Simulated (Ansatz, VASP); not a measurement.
**Cu: VASP beside Ansatz**

The input INCAR:

```
PREC = Accurate ; ENCUT = 600
EDIFF = 1E-6 ; ISMEAR = 0
SIGMA = 0.1 ; LREAL = False
LASPH = True ; NELM = 100
ALGO = Normal ; ISIF = 3
LWAVE = False ; LCHARG = False
GGA = PS ; IBRION = 2
NSW = 100 ; EDIFFG = -0.01
```

Contents of KPOINTS:

```
Automatic mesh
0
Gamma
  28 28 28
```

POSCAR

```
Cu
1.0
   -1.4169104772      1.4169104772      1.4169104772
    1.4169104772     -1.4169104772      1.4169104772
    1.4169104772      1.4169104772     -1.4169104772
Cu
1
Direct
    0.0000000000      0.0000000000      0.0000000000
```

Input for Ansatz:

```yaml
crystal:
  lattice:
    - [-1.4169104772, 1.4169104772, 1.4169104772]
    - [1.4169104772, -1.4169104772, 1.4169104772]
    - [1.4169104772, 1.4169104772, -1.4169104772]
  atoms:
    - { symbol: Cu, position: [0.0, 0.0, 0.0] }
basis:
  ecutwfc: 420
kpoints:
  mp_grid: { grid: [28, 28, 28] }
hamiltonian:
  xc: pbesol
scf:
  occupations: { method: gaussian, width: 0.1 }
output:
  forces: true
  stress: true
  eigenvalues: true
relax:
  adjacent_minimum: "off"
  f_tol: 0.01
  max_steps: 80
  cell: { stress_tol: 0.05 }
```

Alike in both runs: task relaxation of cell and atoms; functional PBEsol; k mesh 28 × 28 × 28; occupations gaussian, width 0.1 eV; no spin polarisation.

```csv
,VASP,Ansatz
version,VASP 6.6.1,Ansatz 0.2.0
potentials or method,"VASP PAW PBE potentials, release 64 (Cu), cutoff 600 eV","scalar-relativistic, plane waves, PAW"
valence electrons in the cell,11,19
```

```tsv
	VASP	Ansatz	Ansatz less VASP
gap on the k mesh at the Fermi level, each at its own relaxed structure (eV)	none	none	-
relaxed volume (Å³/atom)	11.41	11.35	-0.052
relaxed cell length with the largest relative difference (Å)	2.456	2.452	-0.0038
```

VASP's potentials were made for PBE, not for PBEsol. A gap of «none» marks a metal or a gap that the smearing closes. VASP's potentials hold 11 valence electrons a cell and Ansatz's 19, so a difference there can come from the potentials and not from the codes.
